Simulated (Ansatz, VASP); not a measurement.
# Two plane-wave programs on AlN

Contents of INCAR:

```
PREC = Accurate
ENCUT = 520
EDIFF = 1E-6
ISMEAR = 0
SIGMA = 0.011
LREAL = F
LASPH = T
NELM = 80
ALGO = Normal
ISIF = 2
LWAVE = F
LCHARG = F
GGA = PE
NBANDS = 11
```

The input KPOINTS:

```
Automatic mesh
0
Gamma
  11 11 11
```

File POSCAR:

```
AlN
1.0
    0.0000000000      2.0345180000      2.0345180000
    2.0345180000      0.0000000000      2.0345180000
    2.0345180000      2.0345180000      0.0000000000
Al N
1 1
Direct
    0.5000000000      0.5000000000      0.5000000000
    0.0000000000      0.0000000000      0.0000000000
```

Contents of input.yaml:

```yaml
crystal:
  lattice:
    - [0.0, 2.034518, 2.034518]
    - [2.034518, 0.0, 2.034518]
    - [2.034518, 2.034518, 0.0]
  atoms:
    - { symbol: Al, position: [0.5, 0.5, 0.5] }
    - { symbol: "N", position: [0.0, 0.0, 0.0] }
hamiltonian:
  xc: pbe
  pseudopotentials: { kind: paw }
kpoints:
  mp_grid: { grid: [11, 11, 11] }
scf:
  occupations: { method: gaussian, width: 0.011 }
output:
  forces: true
  stress: true
  eigenvalues: true
```

Alike in both runs: task single point; functional PBE; k mesh 11 × 11 × 11; occupations gaussian, width 0.011 eV; no spin polarisation.

|  | VASP | Ansatz |
| --- | --- | --- |
| version | VASP 6.6.1 | Ansatz 0.2.0 |
| potentials or method | VASP PAW PBE potentials, release 64 (Al, N) | Ansatz PAW |
| plane-wave cutoff (eV) | 520 | 420 |
| valence electrons in the cell | 8 | 8 |

Ansatz gave:

* gap on the k mesh at the Fermi level (eV): 4.58
* least direct gap on the mesh (eV): 5.40
* pressure (GPa): 0.3

Q: Which values does VASP return?

A: gap on the k mesh at the Fermi level (eV): 4.55; least direct gap on the mesh (eV): 5.41; pressure (GPa): 0.0.

The functional is the same, so the differences come from potentials, cutoffs and numerics.

Noted on Ansatz's run: odd divisions of the mesh miss points on the zone boundary, where band edges often lie, so the gap on the mesh can be too wide.
